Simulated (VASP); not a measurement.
Input of a VASP 6.6.1 run:

POSCAR

```
PbO2
1.0
    0.0000000000      2.6046172697      2.6046172697
    2.6046172697      0.0000000000      2.6046172697
    2.6046172697      2.6046172697      0.0000000000
Pb O
1 2
Direct
    0.0000000000      0.0000000000      0.0000000000
    0.2500000000      0.2500000000      0.2500000000
    0.7500000000      0.7500000000      0.7500000000
```

File INCAR.step1:

```
PREC = Accurate
ENCUT = 520
ISMEAR = 0
SIGMA = 0.1
LREAL = F
LASPH = T
NELM = 80
NBANDS = 20
GGA = PE
ALGO = Normal
EDIFF = 1E-4
LWAVE = T
LCHARG = F
```

File INCAR.step2:

```
PREC = Accurate
ENCUT = 520
EDIFF = 1E-6
ISMEAR = 0
SIGMA = 0.1
LREAL = F
LASPH = T
NELM = 80
ALGO = Normal
ISIF = 2
LWAVE = F
LCHARG = F
METAGGA = R2SCAN
LMIXTAU = T
NBANDS = 20
ISTART = 1
```

KPOINTS

```
regular mesh
0
Gamma
  14 14 14
```

Potentials or basis: VASP PAW PBE potentials, release 64 (Pb_d, O).

Launch:

```console
$ cat potpaw_PBE.64/Pb_d/POTCAR potpaw_PBE.64/O/POTCAR > POTCAR
$ cp INCAR.step1 INCAR
$ mpirun -np 1 vasp_std > vasp.out
$ cp INCAR.step2 INCAR
$ mpirun -np 1 vasp_std > vasp.out
```

Question: Predict the band gap on the k mesh.

Answer: Zero (band 13 reaches 6.80 eV, above the bottom of band 14 at 5.30 eV).

Question: Predict the pressure.

Answer: 13.3 GPa.

Caveat: the PAW data sets were made with another functional, which shifts forces and pressure a little; spin-orbit coupling is left out, which moves the levels of the heavy elements.
